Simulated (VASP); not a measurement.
Write the native input for VASP 6.6.1 that does the following.

```
Task                               : single point
Functional                         : HSE06
Potentials or basis                : VASP PAW PBE potentials, release 64 (Pt)
Cutoff                             : 520 eV
k mesh                             : 8 × 8 × 8
Occupations                        : fermi-dirac, width 0.05 eV
Spin                               : no spin polarisation
Dipole correction                  : no
Grid for exact exchange (PRECFOCK) : Normal
Further INCAR settings             : ALGO = Normal; EDIFF = 1e-06; NBANDS = 11
Share of exact exchange            : 0.25
Screening parameter                : 0.2079 1/Å
```

Crystal: Pt.

```
Pt
1.0
    -1.56281    1.56281    1.56281
     1.56281   -1.56281    1.56281
     1.56281    1.56281   -1.56281
Pt
1
Direct
  0.00000 0.00000 0.00000
```

This isn't the form of Pt at room conditions, which is fcc.

These files were run (other wordings do the same):

POSCAR

```
Pt
1.0
   -1.5628089970      1.5628089970      1.5628089970
    1.5628089970     -1.5628089970      1.5628089970
    1.5628089970      1.5628089970     -1.5628089970
Pt
1
Direct
    0.0000000000      0.0000000000      0.0000000000
```

INCAR.step1

```
SYSTEM = Pt
PREC = Accurate
ENCUT = 520
EDIFF = 1E-5
ISMEAR = -1
SIGMA = 0.05
LREAL = .FALSE.
LASPH = .TRUE.
NELM = 80
ALGO = Normal
ISIF = 2
LWAVE = .TRUE.
LCHARG = .FALSE.
NBANDS = 11
GGA = PE
```

INCAR.step2

```
SYSTEM = Pt
PREC = Accurate
ENCUT = 520
EDIFF = 1E-6
ISMEAR = -1
SIGMA = 0.05
LREAL = .FALSE.
LASPH = .TRUE.
NELM = 80
ALGO = Normal
ISIF = 2
LWAVE = .FALSE.
LCHARG = .FALSE.
GGA = PE
LHFCALC = .TRUE.
HFSCREEN = 0.2079
PRECFOCK = Normal
NBANDS = 11
ISTART = 1
```

KPOINTS

```
regular mesh
0
G
  8 8 8
  0 0 0
```

Potentials or basis: VASP PAW PBE potentials, release 64 (Pt).

Command:

```sh
$ cat potpaw_PBE.64/Pt/POTCAR > POTCAR
$ cp INCAR.step1 INCAR
$ mpirun -np 1 vasp_std > vasp.out
$ cp INCAR.step2 INCAR
$ mpirun -np 1 vasp_std > vasp.out
```

It gave:

```json
{
 "Pressure": "2.6 GPa",
 "Band gap on the k mesh": "zero (bands 5 and 6 overlap by 3.01 eV)"
}
```

Caveat: the PAW data sets were made with another functional, which shifts forces and pressure a little; spin-orbit coupling is left out, which moves the levels of the heavy elements.

Wall time 28 min on 1 thread of Intel(R) Xeon(R) Platinum 8259CL CPU @ 2.50GHz (Skylake/Cascade Lake) (shared host), peak memory 0.24 GiB.
